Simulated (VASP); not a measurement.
A run of VASP 6.6.1 is set up as follows.

File INCAR:

```
  ALGO = Normal
  EDIFF = 1E-7
  ENCUT = 520
  GGA = CA
  ISIF = 2
  ISMEAR = -1
  LASPH = T
  LCHARG = F
  LREAL = F
  LWAVE = F
  NBANDS = 25
  NELM = 80
  PREC = Accurate
  SIGMA = 0.1
```

The input KPOINTS:

```
k-points
0
Gamma
  10 10 16
```

POSCAR

```
Cr
1.0
    4.0377060017      0.0000000000      0.0000000000
   -2.0188530008      3.4967559705      0.0000000000
    0.0000000000      0.0000000000      2.1689121856
Cr
3
Direct
    1.0000000000      0.0000000000      0.0000000000
    0.3333333333      0.6666666667      0.5000000000
    0.6666666667      0.3333333333      0.5000000000
```

Potentials or basis: VASP PAW LDA potentials, release 64 (Cr_pv).

Run with:

```console
$ cat potpaw_LDA.64/Cr_pv/POTCAR > POTCAR
$ mpirun -np 1 vasp_std > vasp.out
```

Task: Predict the band gap on the k mesh.

Result: Zero (bands 18 and 19 overlap by 1.32 eV).

Task: What does it give for the pressure?

Result: 27.9 GPa.

Stress tensor (GPa, compression positive):
```
26.63  0.00  0.00
 0.00 26.63  0.00
 0.00  0.00 30.47
```

Caveat: the cell stands under pressure; the run has no spin polarisation, though such a crystal can be magnetic. Spin polarisation is off, so any magnetic state and its effect on volume and gap are missing.
